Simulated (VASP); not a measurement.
# I (P6_3/mmc) in VASP: relaxation of cell and atoms with LDA

Aim: the relaxation of cell and atoms of I with LDA.

Everything below comes from runs of VASP 6.6.1. Logs are shortened: lines on timing, memory, paths and dates and some standing lists are left out, and cuts for length are marked.

**1. The cell of the first run**

It takes space group P6_3/mmc (No. 194, hexagonal). The conventional cell has a = 3.646 Å, b = 3.646 Å, c = 5.907 Å, α = 90.00°, β = 90.00°, γ = 120.00°. I (site symmetry -6m2) has 12 I at 3.63 to 3.65 Å within 4.8 Å.

**2. Relaxation of cell and atoms, LDA**

INCAR reads:

```
SYSTEM = I
ALGO = Normal ; EDIFF = 1E-7
EDIFFG = -0.005 ; ENCUT = 600
IBRION = 2 ; ISIF = 3
ISMEAR = -1 ; LASPH = .TRUE.
LCHARG = .FALSE. ; LREAL = .FALSE.
LWAVE = .FALSE. ; NELM = 60
NSW = 60 ; PREC = Accurate
SIGMA = 0.08
```

KPOINTS reads:

```
k-points
0
G
  12 12 7
  0 0 0
```

POSCAR reads:

```
I
1.0
    3.6460371449      0.0000000000      0.0000000000
   -1.8230185724      3.1575607906      0.0000000000
    0.0000000000      0.0000000000      5.9065801747
I
2
Direct
    0.3333333333      0.6666666667      0.2500000000
    0.6666666667      0.3333333333      0.7500000000
```

Potentials or basis: VASP PAW LDA potentials, release 64 (I).

On the command line:

```console
$ cat potpaw_LDA.64/I/POTCAR > POTCAR
$ mpirun -np 1 vasp_std > vasp.out
```

OUTCAR:

```text
SYSTEM = I
   EDIFF = 1E-7
   EDIFFG = -0.005
   ENCUT = 600
   IBRION = 2
   ISIF = 3
   ISMEAR = -1
   LASPH = .TRUE.
   LREAL = .FALSE.
   NELM = 60
   NSW = 60
   PREC = Accurate

 ion  position               nearest neighbor table
   1  0.333  0.667  0.250-
   2  0.667  0.333  0.750-

  LATTYP: Found a hexagonal cell.
 ALAT       =     3.6460371449
 C/A-ratio  =     1.6200000000

  Lattice vectors:

 A1 = (   3.6460371449,   0.0000000000,   0.0000000000)
 A2 = (  -1.8230185724,   3.1575607906,   0.0000000000)
 A3 = (   0.0000000000,   0.0000000000,   5.9065801747)

Analysis of symmetry for initial positions (statically):
=====================================================================
 Subroutine PRICEL returns:
 Original cell was already a primitive cell.

 Routine SETGRP: Setting up the symmetry group for a
 hexagonal supercell.

 Subroutine GETGRP returns: Found 24 space group operations
 (whereof 12 operations were pure point group operations)
 out of a pool of 24 trial point group operations.

The static configuration has the point symmetry D_3d.
 The point group associated with its full space group is D_6h.

Analysis of symmetry for dynamics (positions and initial velocities):
=====================================================================
 Subroutine PRICEL returns:
 Original cell was already a primitive cell.

 Routine SETGRP: Setting up the symmetry group for a
 hexagonal supercell.

 Subroutine GETGRP returns: Found 24 space group operations
 (whereof 12 operations were pure point group operations)
 out of a pool of 24 trial point group operations.

The dynamic configuration has the point symmetry D_3d.
 The point group associated with its full space group is D_6h.

 Subroutine INISYM returns: Found 24 space group operations
 (whereof 12 operations are pure point group operations),
 and found     1 'primitive' translations

----------------------------------------------------------------------------------------

                                     Primitive cell

  volume of cell :      68.0000

  direct lattice vectors                    reciprocal lattice vectors
     3.646037145  0.000000000  0.000000000     0.274270382  0.158350079  0.000000000
    -1.823018572  3.157560791  0.000000000     0.000000000  0.316700158  0.000000000
     0.000000000  0.000000000  5.906580175     0.000000000  0.000000000  0.169302705

  length of vectors
[... 115 lines left out ...]
  energy-cutoff  :      600.00
  volume of cell :       68.00
 maximum number of plane-waves:      2297
 NGX is ok and might be reduce to    30
   NGX = 15   NGY = 15   NGZ = 23

--------------------------------------- Ionic step        1  -------------------------------------------

 number of electron      14.0000000 magnetization

 Free energy of the ion-electron system (eV)
  ---------------------------------------------------
  ext. energy  EPLUGINS =         0.00000000
  ---------------------------------------------------
  free energy    TOTEN  =        -3.29022555 eV

  energy without entropy =       -3.21286109  energy(sigma->0) =       -3.25154332

------------------------ aborting loop because EDIFF is reached ----------------------------------------

  FORCE on cell =-STRESS in cart. coord.  units (eV):
  Direction    XX          YY          ZZ          XY          YZ          ZX
  --------------------------------------------------------------------------------------
  -------------------------------------------------------------------------------------
  Total       -0.9624559     -0.9624559     -1.1146009     -0.0000000      0.0000000      0.0000000
  in kB      -22.6768380    -22.6768380    -26.2615930     -0.0000000      0.0000000      0.0000000
  external PRESSURE =     -23.8717563 kB  Pullay stress =       0.0000000 kB
[... 89 lines left out ...]
  FREE ENERGIE OF THE ION-ELECTRON SYSTEM (eV)
  ---------------------------------------------------
  free  energy   TOTEN  =        -3.3330200920 eV

  energy  without entropy=       -3.2648732050  energy(sigma->0) =       -3.29894665

[... ionic steps 4 to 23 ...]

--------------------------------------- Ionic step       24  -------------------------------------------

 number of electron      14.0000000 magnetization

------------------------ aborting loop because EDIFF is reached ----------------------------------------
[... 67 lines left out ...]
--------------------------------------- Ionic step       26  -------------------------------------------

 number of electron      14.0000001 magnetization

 Free energy of the ion-electron system (eV)
  ---------------------------------------------------
  ext. energy  EPLUGINS =         0.00000000
  ---------------------------------------------------
  free energy    TOTEN  =        -3.52519226 eV

  energy without entropy =       -3.48104264  energy(sigma->0) =       -3.50311745

 E-fermi :   5.3293     XC(G=0):  -9.5248

 val. band max:        5.3219305940   @ k =   0.0000   0.0000   0.1429
 cond. band min:       5.3295677326   @ k =   0.3333  -0.0000   0.1429
 fundamental gap:      0.0076371387
 Fermi energy:         5.3293058822

 k-point     1 :       0.0000    0.0000    0.0000
  band No.  band energies     occupation
      1      -8.9806      2.00000
      2      -6.0436      2.00000
      3       0.2859      2.00000
      4       3.6008      2.00000
      5       3.6008      2.00000
      6       5.4143      0.51365
      7       5.4143      0.51365
      8       6.8594      0.00000
      9       9.4908      0.00000
     10      11.3808      0.00000
     11      13.4194      0.00000
[... 309 lines left out ...]
 k-point    24 :       0.3333   -0.0000    0.1429
  band No.  band energies     occupation
      1      -8.1061      2.00000
      2      -6.4777      2.00000
      3       0.7356      2.00000
      4       2.2868      2.00000
      5       2.7149      2.00000
      6       2.9999      2.00000
      7       5.3296      0.99836
      8       5.4675      0.30199
      9       9.8960      0.00000
     10      11.9680      0.00000
     11      13.5943      0.00000

 [... further k-points ...]

------------------------ aborting loop because EDIFF is reached ----------------------------------------

  FORCE on cell =-STRESS in cart. coord.  units (eV):
  Direction    XX          YY          ZZ          XY          YZ          ZX
  --------------------------------------------------------------------------------------
  -------------------------------------------------------------------------------------
  Total       -0.0002044     -0.0002044      0.0076883     -0.0000000      0.0000000      0.0000000
  in kB       -0.0049042     -0.0049042      0.1844713     -0.0000000      0.0000000      0.0000000
  external PRESSURE =       0.0582209 kB  Pullay stress =       0.0000000 kB
[... 17 lines left out ...]
  FREE ENERGIE OF THE ION-ELECTRON SYSTEM (eV)
  ---------------------------------------------------
  free  energy   TOTEN  =        -3.5251922646 eV

  energy  without entropy=       -3.4810426387  energy(sigma->0) =       -3.50311745

 reached required accuracy - stopping structural energy minimisation
```

It took 16 min on 1 thread of Intel Xeon 6975P-C, shared host; peak memory 0.23 GiB.

What came out:

- Free energy: -3.5252 eV
- Relaxed volume: 33.39 Å³/atom
- Relaxed cell: a = 3.971 Å, b = 3.971 Å, c = 4.891 Å, α = 90.00°, β = 90.00°, γ = 120.00°
- Space group after relaxing (to 0.05 Å): P6_3/mmc (No. 194)
- Energy gained by relaxing: 117.5 meV/atom
- Ionic steps: 26
- Pressure after relaxing: 0.0 GPa
- Band gap on the k mesh: zero (band 7 reaches 6.24 eV, above the bottom of band 8 at 4.21 eV)

The path:
```tsv
step	energy change (eV)	largest force (eV/Å)	pressure (GPa)	volume (Å³)
1	0.0000	0.0000	-2.39	68.00
2	-0.0425	0.0000	-0.21	63.13
3	-0.0428	0.0000	0.01	62.76
4	-0.0428	0.0000	0.07	62.66
5	-0.0436	0.0000	0.09	62.65
6	-0.0484	0.0000	0.14	62.60
7	-0.0681	0.0000	0.31	62.48
8	-0.1277	0.0000	0.91	62.11
9	-0.1765	0.0000	3.73	60.88
10	-0.1861	0.0000	2.65	61.30
11	-0.1857	0.0000	3.00	61.16
12	-0.1858	0.0000	3.01	61.16
13	-0.1859	0.0000	3.02	61.16
14	-0.1862	0.0000	3.05	61.18
15	-0.1865	0.0000	3.11	61.20
16	-0.1864	0.0000	3.24	61.24
17	-0.1866	0.0000	3.17	61.22
18	-0.1871	0.0000	3.16	61.24
19	-0.1883	0.0000	3.11	61.31
20	-0.1908	0.0000	3.01	61.45
21	-0.1956	0.0000	2.82	61.72
22	-0.2043	0.0000	2.45	62.27
23	-0.2182	0.0000	1.75	63.38
24	-0.2332	0.0000	0.54	65.62
25	-0.2349	0.0000	0.06	66.66
26	-0.2350	0.0000	0.01	66.78
```

Final structure:
```yaml
crystal:
  lattice:
    - [3.97063, 0.00000, 0.00000]
    - [-1.98532, 3.43867, 0.00000]
    - [0.00000, 0.00000, 4.89063]
  atoms:
    - { symbol: I, position: [0.33333, 0.66667, 0.25000] }
    - { symbol: I, position: [0.66667, 0.33333, 0.75000] }
```

Caveat: spin-orbit coupling is left out, which moves the levels of the heavy elements.
